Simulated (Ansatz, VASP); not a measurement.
One calculation of ZnAu, two programs

The input INCAR:

```
  PREC = Accurate
  ENCUT = 520
  EDIFF = 1E-6
  ISMEAR = 0
  SIGMA = 0.15
  LREAL = F
  LASPH = T
  NELM = 100
  ALGO = Fast
  ISIF = 2
  LWAVE = F
  LCHARG = T
  GGA = PE
  LELF = T
  LVHAR = T
  NBANDS = 18
```

Contents of KPOINTS:

```
Automatic mesh
0
Gamma
  16 16 16
```

The input POSCAR:

```
ZnAu
1.0
    3.0962330580      0.0000000000      0.0000000000
    0.0000000000      3.0962330580      0.0000000000
    0.0000000000      0.0000000000      3.2510447109
Zn Au
1 1
Direct
    0.5000000000      0.5000000000      0.5000000000
    0.0000000000      0.0000000000      0.0000000000
```

Input for Ansatz:

```yaml
crystal:
  lattice:
    - [3.096233058, 0.0, 0.0]
    - [0.0, 3.096233058, 0.0]
    - [0.0, 0.0, 3.2510447109]
  atoms:
    - { symbol: Zn, position: [0.5, 0.5, 0.5] }
    - { symbol: Au, position: [0.0, 0.0, 0.0] }
basis:
  ecutwfc: 420
kpoints:
  mp_grid: { grid: [16, 16, 16] }
hamiltonian:
  xc: pbe
scf:
  occupations: { method: gaussian, width: 0.15 }
output:
  forces: true
  stress: true
  eigenvalues: true
```

Alike in both runs: task single point; functional PBE; k mesh 16 × 16 × 16; occupations gaussian, width 0.15 eV; no spin polarisation.

```csv
,VASP,Ansatz
version,VASP 6.6.1,Ansatz 0.2.0
potentials or method,"VASP PAW PBE potentials, release 64 (Zn, Au), cutoff 520 eV","scalar-relativistic, plane waves, PAW"
valence electrons in the cell,23,31
```

|  | VASP | Ansatz | Ansatz less VASP |
| --- | --- | --- | --- |
| gap on the k mesh at the Fermi level (eV) | none | none | - |
| pressure (GPa) | 4.9 | 4.9 | 0.00 |
| traceless stress, the component that is largest in VASP (GPa) | -0.54 | -0.54 | -0.006 |

A gap of «none» marks a metal or a gap that the smearing closes. VASP's potentials hold 23 valence electrons a cell and Ansatz's 31, so a difference there can come from the potentials and not from the codes.

Neither program's run includes spin-orbit coupling.
